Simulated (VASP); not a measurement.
Crystal: TiO2.

```
Ti O
1.0
     4.56897    0.00000    0.00000
     0.00000    4.56897    0.00000
     0.00000    0.00000    2.93935
Ti O
2 4
Cartesian
  0.0000 0.0000 1.4697
  2.2845 2.2845 0.0000
  1.3904 1.3904 1.4697
  0.8940 3.6749 0.0000
  3.6749 0.8940 0.0000
  3.1785 3.1785 1.4697
```

Base run:

| Quantity | Value |
| --- | --- |
| Program | VASP 6.6.1 |
| Functional | PBE |
| Potentials or basis | VASP PAW PBE potentials, release 64 (Ti_sv, O) |
| Cutoff | 600 eV |
| k mesh | 6 × 6 × 9 |
| Occupations | fermi-dirac, width 0.05 eV |
| Spin | no spin polarisation |

Its results: band gap on the k mesh 1.89 eV, direct; pressure 9.9 GPa; largest force 0.118 eV/Å.

Task: The run is repeated on the same cell with these changes: functional from PBE to PBEsol; cutoff from 600 eV to 520 eV. What comes out?

Result: Band gap on the k mesh 1.85 eV, direct; pressure 2.8 GPa; largest force 0.051 eV/Å.

PBEsol binds more tightly than PBE, so the same cell stands under less pressure.

Caveats: the PAW data sets were made with another functional, which shifts forces and pressure a little (some runs).

A k mesh can miss the band edges.
